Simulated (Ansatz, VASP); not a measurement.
# Two plane-wave programs on Hf7PO16

```xyz
24
Lattice="0.0000 5.1150 5.1150 5.1150 0.0000 5.1150 5.1150 5.1150 0.0000" Properties=species:S:1:pos:R:3 pbc="T T T"
P     0.0000    0.0000    0.0000
Hf    2.5575    2.5575    0.0000
Hf    2.5575    0.0000    2.5575
Hf    5.1150    2.5575    2.5575
Hf    0.0000    2.5575    2.5575
Hf    2.5575    5.1150    2.5575
Hf    2.5575    2.5575    5.1150
Hf    5.1150    5.1150    5.1150
O     1.2566    1.2566    1.2566
O     3.8584    3.8584    1.2566
O     3.8584    1.2566    3.8584
O     6.3996    3.8304    3.8304
O     1.2566    3.8584    3.8584
O     3.8304    6.3996    3.8304
O     3.8304    3.8304    6.3996
O     6.3996    6.3996    6.3996
O     3.8304    3.8304    3.8304
O     6.3996    6.3996    3.8304
O     6.3996    3.8304    6.3996
O     8.9734    6.3716    6.3716
O     3.8304    6.3996    6.3996
O     6.3716    8.9734    6.3716
O     6.3716    6.3716    8.9734
O     8.9734    8.9734    8.9734
```

Alike in both runs: functional PBE; k mesh 3 × 3 × 3; occupations fermi-dirac, width 0.01 eV; collinear spin.

Ansatz relaxed the structure, and its values are those at the end. VASP's run is a single point on that final structure, the one shown.

|  | VASP | Ansatz |
| --- | --- | --- |
| version | VASP 6.6.1 | Ansatz 0.2.0 |
| potentials or method | VASP PAW PBE potentials, release 64 (P, Hf_pv, O) | plane-wave PAW, scalar-relativistic |
| plane-wave cutoff (eV) | 520 | 420 |
| valence electrons in the cell | 171 | 283 |

VASP gave:

| Property | Result |
| --- | --- |
| pressure (GPa) | -9.1 |
| rms of the force components (eV/Å) | 0.033 |
| net moment per atom (μB) | 0.02 |
| size of the moment on the site where the two differ most (μB) | 0.09 |

Question: Estimate Ansatz's values.

Answer: Pressure (GPa): -6.0; rms of the force components (eV/Å): 0.000; net moment per atom (μB): 0.02; size of the moment on the site where the two differ most (μB): 0.09.

Site moments also hang on the region over which each program counts them. VASP's potentials hold 171 valence electrons a cell and Ansatz's 283, so a difference there can come from the potentials and not from the codes. Ansatz's warnings: stress scf threshold loose.

Spin-orbit coupling is off throughout.
